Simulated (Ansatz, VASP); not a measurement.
**One calculation of Cl, two programs**

```
CELL_PARAMETERS angstrom
12.00000 0.00000 0.00000
0.00000 12.30000 0.00000
0.00000 0.00000 12.60000
ATOMIC_POSITIONS crystal
Cl 0.50000 0.50000 0.42144
Cl 0.50000 0.50000 0.57856
```

Alike in both runs: functional LDA; k mesh 1 × 1 × 1; occupations fermi-dirac, width 0.01 eV; no spin polarisation.

Ansatz relaxed the structure, and its values are those at the end. VASP's run is a single point on that final structure, the one shown.

|  | VASP | Ansatz |
| --- | --- | --- |
| version | VASP 6.6.1 | Ansatz 0.2.0 |
| potentials or method | VASP PAW LDA potentials, release 64 (Cl), cutoff 520 eV | plane waves (420 eV) with PAW, scalar-relativistic |
| valence electrons in the cell | 14 | 14 |

Ansatz gave:

| Quantity | Value |
| --- | --- |
| rms of the force components (eV/Å) | 0.000 |

Q: Estimate VASP's values.

A: rms of the force components (eV/Å): 0.098.

Ansatz warns that its potentials were made for another functional, while VASP's fit it. LDA's correlation is that of Perdew and Zunger in VASP and of Perdew and Wang (1992) in Ansatz.
